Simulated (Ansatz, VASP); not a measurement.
# NaWN2 in VASP and in Ansatz

```xyz
4
Lattice="3.9572 0.0000 0.0000 0.0000 3.9572 0.0000 0.0000 0.0000 3.1932" Properties=species:S:1:pos:R:3 pbc="T T T"
Na    1.9786    1.9786    1.5966
W     0.0000    0.0000    0.0000
N     1.9786    0.0000    0.0000
N     0.0000    1.9786    0.0000
```

Alike in both runs: functional PBE; k mesh 4 × 4 × 6; occupations gaussian, width 0.1 eV; no spin polarisation.

Ansatz relaxed the structure, and its values are those at the end. VASP's run is a single point on that final structure, the one shown.

```csv
,VASP,Ansatz
version,VASP 6.6.1,Ansatz 0.2.0
potentials or method,"VASP PAW PBE potentials, release 64 (Na_pv, W_sv, N), cutoff 520 eV","scalar-relativistic, plane waves, PAW"
valence electrons in the cell,31,33
```

VASP gave:

```
gap on the k mesh at the Fermi level (eV) : none
pressure (GPa)                            : 0.5
```

Question: Estimate Ansatz's values.

Answer: gap on the k mesh at the Fermi level (eV): none; pressure (GPa): 0.0.

A gap of «none» marks a metal or a gap that the smearing closes. With one functional, cell and mesh, what is left measures potentials, basis and numerics. VASP's potentials hold 31 valence electrons a cell and Ansatz's 33, so a difference there can come from the potentials and not from the codes.

The k mesh is coarse, so the values compare programs but aren't converged. Spin-orbit coupling is off throughout.
